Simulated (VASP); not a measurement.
A run of VASP 6.6.1:

Contents of INCAR:

```
PREC = Accurate ; ENCUT = 520
EDIFF = 1E-7 ; ISMEAR = 0
SIGMA = 0.05 ; LREAL = F
LASPH = T ; NELM = 80
ALGO = Normal ; ISIF = 2
LWAVE = F ; LCHARG = F
LDIPOL = T ; IDIPOL = 3
DIPOL = 0.5 0.5 0.398 ; GGA = PE
IVDW = 12 ; NBANDS = 35
```

File KPOINTS:

```
regular mesh
0
Gamma
  9 9 1
```

Contents of POSCAR:

```
WS2
1.0
    3.1595456883      0.0000000000      0.0000000000
   -1.5797728441      2.7362468304      0.0000000000
    0.0000000000      0.0000000000     23.8042572081
S W
4 2
Direct
    0.3333333333      0.6666666667      0.1890418155
    0.3333333333      0.6666666667      0.3214605076
    0.6666666667      1.3333333333      0.4743743317
    0.6666666667      1.3333333333      0.6067930237
    0.6666666667      0.3333333333      0.2552511585
    0.3333333333      1.6666666667      0.5405836746
```

Potentials or basis: VASP PAW PBE potentials, release 64 (S, W_sv).

The run is started by

```sh
$ cat potpaw_PBE.64/S/POTCAR potpaw_PBE.64/W_sv/POTCAR > POTCAR
$ mpirun -np 1 vasp_std > vasp.out
```

Hardware: 1 thread of Intel(R) Xeon(R) Platinum 8488C (Sapphire Rapids), with other jobs on the host.

Estimate the wall time of this run.

Run time: 92 s on 1 thread of Intel(R) Xeon(R) Platinum 8488C (Sapphire Rapids), on a shared host, peak memory 0.34 GiB. Counts: scf iterations 24, k points 12.
